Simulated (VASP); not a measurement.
Input of a VASP 6.6.1 run:

INCAR

```
SYSTEM = Al2Ga3As5
PREC     = Accurate       ! precision mode
ENCUT    = 520            ! plane-wave cutoff, eV
EDIFF    = 1E-7           ! SCF threshold, eV
ISMEAR   = 0              ! smearing method
SIGMA    = 0.1            ! smearing width, eV
LREAL    = .FALSE.        ! projectors in reciprocal space
LASPH    = .TRUE.         ! aspherical terms in the spheres
NELM     = 100            ! most SCF steps
ALGO     = Normal         ! electronic algorithm
ISIF     = 2              ! what is computed and relaxed
LWAVE    = .FALSE.        ! write WAVECAR
LCHARG   = .FALSE.        ! write CHGCAR
GGA      = PE             ! functional
NBANDS   = 46             ! bands
```

File KPOINTS:

```
Automatic mesh
0
G
  4 4 4
  0 0 0
```

Contents of POSCAR:

```
Al2Ga3As5
1.0
    0.0000000000     -4.0575769117      0.0000000000
    4.0575769117      0.0000000000      0.0000000000
   -2.0287884558      2.0287884558     14.3490177153
Al Ga As
2 3 5
Direct
    0.2001503318      0.2001503318      0.4003006637
    0.7998496682      0.7998496682      0.5996993363
    0.0000000000      0.0000000000      0.0000000000
    0.6001930113      0.6001930113      0.2003860226
    0.3998069887      0.3998069887      0.7996139774
    0.5500880643      0.0500880643      0.1001761285
    0.1504798685      0.6504798685      0.3009597370
    0.7500000000      0.2500000000      0.5000000000
    0.3495201315      0.8495201315      0.6990402630
    0.9499119357      0.4499119357      0.8998238715
```

Potentials or basis: VASP PAW PBE potentials, release 64 (Al, Ga_d, As).

Command:

```console
$ cat potpaw_PBE.64/Al/POTCAR potpaw_PBE.64/Ga_d/POTCAR potpaw_PBE.64/As/POTCAR > POTCAR
$ mpirun -np 1 vasp_std > vasp.out
```

(1) Estimate the band gap on the k mesh.

(2) Estimate the pressure.

Answers

(1) 0.73 eV.

(2) 0.3 GPa.

Caveat: semilocal functionals underestimate gaps, and a narrow one can read as zero.
